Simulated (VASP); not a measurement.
## W: single point with PBE

Crystal: W.

```
W
1.0
    -1.51744    1.51744    1.55737
     1.51744   -1.51744    1.55737
     1.51744    1.51744   -1.55737
W
1
Direct
  0.00000 0.00000 0.00000
```

This cell differs from its parent crystal: strain -0.050 along x and y, -0.025 along z.

```yaml
Program: VASP 6.6.1
Task: single point
Functional: PBE
Potentials_or_basis: VASP PAW PBE potentials, release 64 (W_sv)
Cutoff: 520 eV
k_mesh: 20 × 20 × 20
Occupations: gaussian, width 0.15 eV
Spin: no spin polarisation
```

```json
{
  "Pressure": "46.8 GPa",
  "Band gap on the k mesh": "zero (bands 7 and 8 overlap by 7.04 eV)"
}
```

Stress tensor (GPa, compression positive):
```
50.39  0.00  0.00
 0.00 50.39  0.00
 0.00  0.00 39.54
```

Levels at points of the mesh, in eV from the Fermi level:
```tsv
k point	band 5	band 6	band 7	band 8	band 9	band 10
(0.00, 0.00, 0.00)	-10.25	-1.61	-1.61	-1.22	2.15	2.68
(0.50, 0.00, 0.00)	-7.03	-4.02	0.95	2.16	3.48	6.99
(0.50, 0.50, 0.00)	-7.04	-4.42	1.18	2.75	3.69	7.09
(0.50, 0.50, 0.50)	-6.81	-6.72	5.77	5.90	5.90	8.57
```

Run time: 51 s on 1 thread of Intel(R) Xeon(R) Platinum 8488C (Sapphire Rapids), on a shared host, peak memory 0.22 GiB.

Caveat: the cell differs from its parent crystal (strain -0.050 along x and y, -0.025 along z); the stress differs along the axes, from 40 to 50 GPa; spin-orbit coupling is left out, which moves the levels of the heavy elements.
